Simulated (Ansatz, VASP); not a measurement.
**TaN in VASP and in Ansatz**

The input INCAR:

```
PREC = Accurate ; ENCUT = 520
EDIFF = 1E-7 ; ISMEAR = 0
SIGMA = 0.15 ; LREAL = False
LASPH = True ; NELM = 80
ALGO = Normal ; ISIF = 2
LWAVE = False ; LCHARG = True
GGA = PE ; LELF = True
LVHAR = True ; NBANDS = 15
```

Contents of KPOINTS:

```
regular mesh
0
Gamma
  18 18 18
```

The input POSCAR:

```
TaN
1.0
   -0.1104056128      2.2081122570      2.1491556597
    2.0977066441      0.0000000000      2.0387500469
    2.2081122570      2.2081122570     -0.1104056128
Ta N
1 1
Direct
    0.5000000000      0.5000000000      0.5000000000
    0.0000000000      0.0000000000      0.0000000000
```

Input for Ansatz:

```yaml
crystal:
  lattice:
    - [-0.1104056128, 2.208112257, 2.1491556597]
    - [2.0977066441, 0.0, 2.0387500469]
    - [2.208112257, 2.208112257, -0.1104056128]
  atoms:
    - { symbol: Ta, position: [0.5, 0.5, 0.5] }
    - { symbol: "N", position: [0.0, 0.0, 0.0] }
basis:
  ecutwfc: 520.0
kpoints:
  mp_grid: { grid: [18, 18, 18] }
hamiltonian:
  xc: pbe
  pseudopotentials: { kind: paw, azcp: { folder: soft_1 } }
scf:
  occupations: { method: gaussian, width: 0.15 }
output:
  forces: true
  stress: true
  eigenvalues: true
```

Change from the starting cell: engineering shear strain xz -0.1000, normal strain along z -0.0267.

Alike in both runs: task single point; functional PBE; k mesh 18 × 18 × 18; occupations gaussian, width 0.15 eV; no spin polarisation.

|  | VASP | Ansatz |
| --- | --- | --- |
| version | VASP 6.6.1 | Ansatz 0.2.0 |
| potentials or method | VASP PAW PBE potentials, release 64 (Ta_pv, N), cutoff 520 eV | scalar-relativistic, plane waves, PAW |
| valence electrons in the cell | 16 | 18 |

VASP gave:

| Quantity | Value |
| --- | --- |
| gap on the k mesh at the Fermi level (eV) | none |
| pressure (GPa) | 12.6 |
| traceless stress, the component that is largest in VASP (GPa) | 13.42 |

Q: Which values does Ansatz return?

A: gap on the k mesh at the Fermi level (eV): none; pressure (GPa): 11.4; traceless stress, the component that is largest in VASP (GPa): 13.26.

A gap of «none» marks a metal or a gap that the smearing closes. VASP's potentials hold 16 valence electrons a cell and Ansatz's 18, so a difference there can come from the potentials and not from the codes.

Spin-orbit coupling is off throughout.
